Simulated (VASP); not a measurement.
Wanted: the native input for a VASP 6.6.1 run.

```
Task                   : relaxation of cell and atoms
Functional             : LDA
Potentials or basis    : VASP PAW LDA potentials, release 64 (Hg_sv_GW)
Cutoff                 : 550 eV
k mesh                 : 12 × 12 × 12
Occupations            : fermi-dirac, width 0.05 eV
Spin                   : no spin polarisation
Dipole correction      : no
Further INCAR settings : ALGO = Normal; EDIFF = 1e-07; IBRION = 2; EDIFFG = -0.005; NSW = 60; ISIF = 3
```

The structure of Hg lies in POSCAR:

```
Hg
1.0
    0.0000000000      3.0496819520      3.0496819520
    3.0496819520      0.0000000000      3.0496819520
    3.0496819520      3.0496819520      0.0000000000
Hg
2
Direct
   -0.1250000000     -0.1250000000     -0.1250000000
    0.1250000000      0.1250000000      0.1250000000
```

One way to write it, as run:

INCAR

```
PREC = Accurate
ENCUT = 550
EDIFF = 1E-7
ISMEAR = -1
SIGMA = 0.05
LREAL = False
LASPH = True
NELM = 120
ALGO = Normal
ISIF = 3
LWAVE = False
LCHARG = False
IBRION = 2
NSW = 60
EDIFFG = -0.005
GGA_COMPAT = False
NELMIN = 4
```

KPOINTS

```
regular mesh
0
Gamma
  12 12 12
```

Potentials or basis: VASP PAW LDA potentials, release 64 (Hg_sv_GW).

The run is started by

```console
$ cat potpaw_LDA.64/Hg_sv_GW/POTCAR > POTCAR
$ mpirun -np 1 vasp_std > vasp.out
```

It gave:

```yaml
Relaxed_volume: 32.44 Å³/atom
Relaxed_cell: a = 4.510 Å, b = 4.510 Å, c = 4.510 Å, α = 60.00°, β = 60.00°, γ = 60.00°
Space_group_after_relaxing_to_0.1_Å: Fd-3m (No. 227)
Energy_gained_by_relaxing: 84.5 meV/atom
Ionic_steps: 3
Pressure_after_relaxing: 0.0 GPa
Band_gap_on_the_k_mesh: zero (bands 20 and 21 overlap by 4.38 eV)
```

Caveat: spin-orbit coupling is left out, which moves the levels of the heavy elements.

Run time: 3.1 min on 1 thread of AMD EPYC 9R45 96-Core Processor (Zen 5), with other jobs on the host, peak memory 0.22 GiB.
